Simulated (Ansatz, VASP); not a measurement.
## ZnS: VASP beside Ansatz

```
CELL_PARAMETERS angstrom
0.00000 2.66731 2.66731
2.66731 0.00000 2.66731
2.66731 2.66731 0.00000
ATOMIC_POSITIONS crystal
Zn 0.25000 0.25000 0.25000
S 0.00000 0.00000 0.00000
```

Alike in both runs: task single point; functional r2SCAN; k mesh 8 × 8 × 8; occupations gaussian, width 0.02 eV; no spin polarisation.

|  | VASP | Ansatz |
| --- | --- | --- |
| version | VASP 6.6.1 | Ansatz 0.2.0 |
| potentials or method | VASP PAW PBE potentials, release 64 (Zn, S), cutoff 520 eV | scalar-relativistic, plane waves, PAW |
| valence electrons in the cell | 18 | 18 |

Ansatz gave:

```
gap on the k mesh at the Fermi level (eV) : 2.84
least direct gap on the mesh (eV)         : 2.84
pressure (GPa)                            : 2.6
```

**Question.** Which values does VASP return?

**Answer.** gap on the k mesh at the Fermi level (eV): 2.86; least direct gap on the mesh (eV): 2.86; pressure (GPa): 2.6.

VASP's potentials were made for PBE, not for r2SCAN.
